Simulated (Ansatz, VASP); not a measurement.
## Two plane-wave programs on CdS

Contents of INCAR:

```
SYSTEM = CdS
PREC = Accurate
ENCUT = 520
EDIFF = 1E-6
ISMEAR = -1
SIGMA = 0.1
LREAL = .FALSE.
LASPH = .TRUE.
NELM = 60
ALGO = Normal
ISIF = 2
LWAVE = .FALSE.
LCHARG = .TRUE.
GGA = PE
LELF = .TRUE.
LVHAR = .TRUE.
NBANDS = 26
```

Contents of KPOINTS:

```
Automatic mesh
0
G
  6 6 4
  0 0 0
```

Contents of POSCAR:

```
CdS
1.0
    4.0652823512      0.0000000000      0.0000000000
   -2.0326411756      3.5206373727      0.0000000000
    0.0000000000      0.0000000000      6.5994716144
Cd S
2 2
Direct
    0.3333333333      0.6666666667      0.0000000000
    0.6666666667      0.3333333333      0.5000000000
    0.3333333333      0.6666666667      0.3750000000
    0.6666666667      0.3333333333      0.8750000000
```

Input for Ansatz:

```yaml
crystal:
  lattice:
    - [4.06528235116958, 0.0, 0.0]
    - [-2.03264117558479, 3.5206373726542717, 0.0]
    - [0.0, 0.0, 6.599471614416738]
  atoms:
    - { symbol: Cd, position: [0.3333333333333333, 0.6666666666666666, 0.0] }
    - { symbol: Cd, position: [0.6666666666666666, 0.3333333333333333, 0.5] }
    - { symbol: S, position: [0.3333333333333333, 0.6666666666666666, 0.375] }
    - { symbol: S, position: [0.6666666666666666, 0.3333333333333333, 0.875] }
basis:
  ecutwfc: 550.0
kpoints:
  mp_grid:
    grid: [6, 6, 4]
hamiltonian:
  xc: pbe
scf:
  occupations:
    method: fermi_dirac
output:
  stress: true
```

Alike in both runs: task single point; functional PBE; k mesh 6 × 6 × 4; no spin polarisation.

|  | VASP | Ansatz |
| --- | --- | --- |
| version | VASP 6.6.1 | Ansatz 0.2.0 |
| potentials or method | VASP PAW PBE potentials, release 64 (Cd, S), cutoff 520 eV | plane waves, PAW |
| occupations | fermi-dirac, width 0.1 eV | fermi-dirac |
| valence electrons in the cell | 36 | 52 |

|  | VASP | Ansatz | Ansatz less VASP |
| --- | --- | --- | --- |
| pressure (GPa) | 7.0 | 6.5 | -0.45 |
| traceless stress, the component that is largest in VASP (GPa) | 0.58 | 0.57 | -0.020 |

VASP's potentials hold 36 valence electrons a cell and Ansatz's 52, so a difference there can come from the potentials and not from the codes.
